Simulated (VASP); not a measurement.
# Sr (Pm-3m) in VASP: further runs, part 2 of 2

VASP 6.6.1. Earlier steps stand in the parts before.

## Step 5: Single point, BLYP (volume scaled by 0.92)

Contents of INCAR:

```
SYSTEM = Sr
AGGAC    = 1.0          
AGGAX    = 1.0          
ALDAC    = 0.0          
ALDAX    = 1.0          
ALGO     = Normal         ! electronic algorithm
EDIFF    = 1E-6           ! SCF threshold, eV
ENCUT    = 500            ! plane-wave cutoff, eV
GGA      = B5             ! functional
GGA_COMPAT= .False.      
ISIF     = 2              ! what is computed and relaxed
ISMEAR   = -1             ! smearing method
LASPH    = .True.         ! aspherical terms in the spheres
LCHARG   = .False.        ! write CHGCAR
LREAL    = .False.        ! projectors in reciprocal space
LWAVE    = .False.        ! write WAVECAR
NBANDS   = 11             ! bands
NELM     = 120            ! most SCF steps
PREC     = Accurate       ! precision mode
SIGMA    = 0.1            ! smearing width, eV
```

Contents of KPOINTS:

```
k-points
0
Gamma
  9 9 9
  0 0 0
```

Contents of POSCAR:

```
Sr
1.0
    3.8576340462      0.0000000000      0.0000000000
    0.0000000000      3.8576340462      0.0000000000
    0.0000000000      0.0000000000      3.8576340462
Sr
1
Direct
    0.0000000000      0.0000000000      0.0000000000
```

Potentials or basis: VASP PAW PBE potentials, release 64 (Sr_sv).

Launch:

```sh
cat potpaw_PBE.64/Sr_sv/POTCAR > POTCAR
mpirun -np 1 vasp_std > vasp.out
```

OUTCAR:

```text
SYSTEM = Sr
   EDIFF = 1E-6
   ENCUT = 500
   GGA = B5
   ISIF = 2
   ISMEAR = -1
   LASPH = .True.
   LREAL = .False.
   NELM = 120
   PREC = Accurate

 ion  position               nearest neighbor table
   1  0.000  0.000  0.000-

  LATTYP: Found a simple cubic cell.
 ALAT       =     3.8576340462

  Lattice vectors:

 A1 = (   3.8576340462,   0.0000000000,   0.0000000000)
 A2 = (   0.0000000000,   3.8576340462,   0.0000000000)
 A3 = (   0.0000000000,   0.0000000000,   3.8576340462)

[... 511 lines left out ...]
     10       5.2968      0.00000
     11       7.7735      0.00000

 [... further k-points ...]

------------------------ aborting loop because EDIFF is reached ----------------------------------------

  FORCE on cell =-STRESS in cart. coord.  units (eV):
  Direction    XX          YY          ZZ          XY          YZ          ZX
  --------------------------------------------------------------------------------------
  -------------------------------------------------------------------------------------
  Total        0.1566754      0.1566754      0.1566754     -0.0000000      0.0000000     -0.0000000
  in kB        4.3726863      4.3726863      4.3726863     -0.0000000      0.0000000     -0.0000000
  external PRESSURE =       4.3726863 kB  Pullay stress =       0.0000000 kB

 VOLUME and BASIS-vectors are now :
 -----------------------------------------------------------------------------
  energy-cutoff  :      500.00
  volume of cell :       57.41
      direct lattice vectors                 reciprocal lattice vectors
     3.857634046  0.000000000  0.000000000     0.259226248  0.000000000  0.000000000
     0.000000000  3.857634046  0.000000000     0.000000000  0.259226248  0.000000000
     0.000000000  0.000000000  3.857634046     0.000000000  0.000000000  0.259226248

 POSITION                                       TOTAL-FORCE (eV/Angst)
 -----------------------------------------------------------------------------------
      0.00000      0.00000      0.00000         0.000000      0.000000      0.000000
 -----------------------------------------------------------------------------------
    total drift:                               -0.000000     -0.000000     -0.000000

  FREE ENERGIE OF THE ION-ELECTRON SYSTEM (eV)
  ---------------------------------------------------
  free  energy   TOTEN  =        -0.5888816871 eV

  energy  without entropy=       -0.5399202785  energy(sigma->0) =       -0.56440098
```

stdout:

```text
POSCAR found type information on POSCAR Sr
 POSCAR found :  1 types and       1 ions
 scaLAPACK will be used
 -----------------------------------------------------------------------------
|                                                                             |
|                                                                             |
|     You enforced a specific xc type in the INCAR file but a different       |
|     I HOPE YOU KNOW WHAT YOU ARE DOING!                                     |
|                                                                             |
 -----------------------------------------------------------------------------

 LDA part: xc-table for (Slater(with rela. corr.)+VWN5), standard interpolation
 POSCAR, INCAR and KPOINTS ok, starting setup
 FFT: planning ... GRIDC
 FFT: planning ... GRID_SOFT
 FFT: planning ... GRID
 WAVECAR not read
 entering main loop
```

Run time: 16 s. Hardware: 1 thread of Intel Xeon 6975P-C (Granite Rapids), shared host; peak memory 0.15 GiB.

What came out:

- Free energy: -0.5889 eV
- Pressure: 0.4 GPa
- Band gap on the k mesh: zero (band 5 reaches 2.14 eV, above the bottom of band 6 at 1.79 eV)

Levels at points of the mesh, in eV from the Fermi level:
```tsv
k point	band 2	band 3	band 4	band 5	band 6	band 7	band 8	band 9
(0.00, 0.00, 0.00)	-18.82	-18.82	-18.82	-3.39	0.59	0.59	4.63	4.63
```

Caveat: the PAW data sets were made with another functional, which shifts forces and pressure a little.

## Step 6: Single point, BLYP (volume scaled by 0.96)

Contents of INCAR:

```
SYSTEM = Sr
  PREC = Accurate
  ENCUT = 500
  EDIFF = 1E-6
  ISMEAR = -1
  SIGMA = 0.1
  LREAL = .False.
  LASPH = .True.
  NELM = 120
  ALGO = Normal
  ISIF = 2
  LWAVE = .False.
  LCHARG = .False.
  GGA = B5
  ALDAX = 1.0
  AGGAX = 1.0
  AGGAC = 1.0
  ALDAC = 0.0
  NBANDS = 11
  GGA_COMPAT = .False.
```

Contents of KPOINTS:

```
Automatic mesh
0
Gamma
  9 9 9
  0 0 0
```

Contents of POSCAR:

```
Sr
1.0
    3.9127505506      0.0000000000      0.0000000000
    0.0000000000      3.9127505506      0.0000000000
    0.0000000000      0.0000000000      3.9127505506
Sr
1
Direct
    0.0000000000      0.0000000000      0.0000000000
```

Potentials or basis: VASP PAW PBE potentials, release 64 (Sr_sv).

Launch:

```sh
cat potpaw_PBE.64/Sr_sv/POTCAR > POTCAR
mpirun -np 1 vasp_std > vasp.out
```

OUTCAR:

```text
SYSTEM = Sr
   PREC = Accurate
   ENCUT = 500
   EDIFF = 1E-6
   ISMEAR = -1
   LREAL = .False.
   LASPH = .True.
   NELM = 120
   ISIF = 2
   GGA = B5

 ion  position               nearest neighbor table
   1  0.000  0.000  0.000-

  LATTYP: Found a simple cubic cell.
 ALAT       =     3.9127505506

  Lattice vectors:

 A1 = (   3.9127505506,   0.0000000000,   0.0000000000)
 A2 = (   0.0000000000,   3.9127505506,   0.0000000000)
 A3 = (   0.0000000000,   0.0000000000,   3.9127505506)

Analysis of symmetry for initial positions (statically):
=====================================================================
 Subroutine PRICEL returns:
 Original cell was already a primitive cell.

 Routine SETGRP: Setting up the symmetry group for a
 simple cubic supercell.

 Subroutine GETGRP returns: Found 48 space group operations
 (whereof 48 operations were pure point group operations)
 out of a pool of 48 trial point group operations.

The static configuration has the point symmetry O_h .

Analysis of symmetry for dynamics (positions and initial velocities):
=====================================================================
 Subroutine PRICEL returns:
 Original cell was already a primitive cell.

 Routine SETGRP: Setting up the symmetry group for a
 simple cubic supercell.

 Subroutine GETGRP returns: Found 48 space group operations
 (whereof 48 operations were pure point group operations)
 out of a pool of 48 trial point group operations.

The dynamic configuration has the point symmetry O_h .

 Subroutine INISYM returns: Found 48 space group operations
 (whereof 48 operations are pure point group operations),
 and found     1 'primitive' translations

[... 114 lines left out ...]
  Fermi-wavevector in a.u.,A,eV,Ry     =   0.901418  1.703432 11.055463  0.812554
  Thomas-Fermi vector in A             =   2.024496
   LORBIT       =      0    0 simple, 1 ext, 2 COOP (PROOUT), +10 PAW based schemes
   GGA     = B5    functional components
   LHFCALC =     F    Hartree Fock is set to
   AEXX    =    0.0000 exact exchange contribution
   IVDW    =     0    specifies the selected vdW correction
   LEPSILON=     F    determine dielectric tensor
   LRPA    =     F    only Hartree local field effects (RPA)
 non-spin polarized calculation
  energy-cutoff  :      500.00
  volume of cell :       59.90
 maximum number of plane-waves:      1532
 NGX is ok and might be reduce to    30
   NGX = 15   NGY = 15   NGZ = 15

 number of electron      10.0000000 magnetization

 Free energy of the ion-electron system (eV)
  ---------------------------------------------------
  ext. energy  EPLUGINS =         0.00000000
  ---------------------------------------------------
  free energy    TOTEN  =        -0.59396694 eV

  energy without entropy =       -0.54131895  energy(sigma->0) =       -0.56764294

 E-fermi :   1.6423     XC(G=0):  -6.6135

 val. band max:        1.5264373292   @ k =   0.4444   0.4444   0.2222
 cond. band min:       1.6493329440   @ k =   0.4444   0.2222   0.0000
 fundamental gap:      0.1228956147
 Fermi energy:         1.6422560286

 k-point     1 :       0.0000    0.0000    0.0000
  band No.  band energies     occupation
      1     -35.3110      2.00000
      2     -17.2399      2.00000
      3     -17.2399      2.00000
      4     -17.2399      2.00000
      5      -1.7006      2.00000
      6       2.2351      0.00531
      7       2.2351      0.00531
      8       6.1110      0.00000
      9       6.1110      0.00000
     10       6.1110      0.00000
     11       8.7369      0.00000
[... 309 lines left out ...]
 k-point    24 :       0.4444    0.3333    0.1111
  band No.  band energies     occupation
      1     -35.2841      2.00000
      2     -17.4471      2.00000
      3     -17.3911      2.00000
      4     -17.2319      2.00000
      5       1.2539      1.95968
      6       1.9214      0.11559
      7       3.4225      0.00000
      8       3.6526      0.00000
      9       4.8849      0.00000
     10       5.0281      0.00000
     11       7.4047      0.00000

 [... further k-points ...]

------------------------ aborting loop because EDIFF is reached ----------------------------------------

  FORCE on cell =-STRESS in cart. coord.  units (eV):
  Direction    XX          YY          ZZ          XY          YZ          ZX
  --------------------------------------------------------------------------------------
  -------------------------------------------------------------------------------------
  Total        0.0716425      0.0716425      0.0716425     -0.0000000     -0.0000000      0.0000000
  in kB        1.9161735      1.9161735      1.9161735     -0.0000000     -0.0000000      0.0000000
  external PRESSURE =       1.9161735 kB  Pullay stress =       0.0000000 kB

 VOLUME and BASIS-vectors are now :
 -----------------------------------------------------------------------------
  energy-cutoff  :      500.00
  volume of cell :       59.90
      direct lattice vectors                 reciprocal lattice vectors
     3.912750551  0.000000000  0.000000000     0.255574688  0.000000000  0.000000000
     0.000000000  3.912750551  0.000000000     0.000000000  0.255574688  0.000000000
     0.000000000  0.000000000  3.912750551     0.000000000  0.000000000  0.255574688

 POSITION                                       TOTAL-FORCE (eV/Angst)
 -----------------------------------------------------------------------------------
      0.00000      0.00000      0.00000         0.000000      0.000000      0.000000
 -----------------------------------------------------------------------------------
    total drift:                                0.000000      0.000000     -0.000000

  FREE ENERGIE OF THE ION-ELECTRON SYSTEM (eV)
  ---------------------------------------------------
  free  energy   TOTEN  =        -0.5939669388 eV

  energy  without entropy=       -0.5413189494  energy(sigma->0) =       -0.56764294
```

It took 21 s on 1 thread of Intel Xeon 6975P-C (Granite Rapids), shared host; peak memory 0.17 GiB.

What came out:

```
Free energy            : -0.5940 eV
Pressure               : 0.2 GPa
Band gap on the k mesh : zero (band 5 reaches 2.04 eV, above the bottom of band 6 at 1.65 eV)
```

Caveat: the PAW data sets were made with another functional, which shifts forces and pressure a little.

## Step 7: Overview

```tsv
cell	k mesh	cutoff (eV)	gap on the mesh (eV)	pressure (GPa)
a = 4.069 Å, 1 atom	9 × 9 × 9	520	none	-0.3
a = 3.966 Å, 1 atom	13 × 13 × 13	520	none	0.0
a = 3.801 Å, 1 atom	9 × 9 × 9	500	none	0.7
a = 3.858 Å, 1 atom	9 × 9 × 9	500	none	0.4
a = 3.913 Å, 1 atom	9 × 9 × 9	500	none	0.2
```

Alike in all rows: task single point; level BLYP; potentials or basis VASP PAW PBE potentials, release 64 (Sr_sv); no spin polarisation; smearing fermi-dirac 0.1 eV.

Caveats: the PAW data sets were made with another functional, which shifts forces and pressure a little.

Total energies depend on the potentials used, so only differences within one code and one set of settings carry meaning.
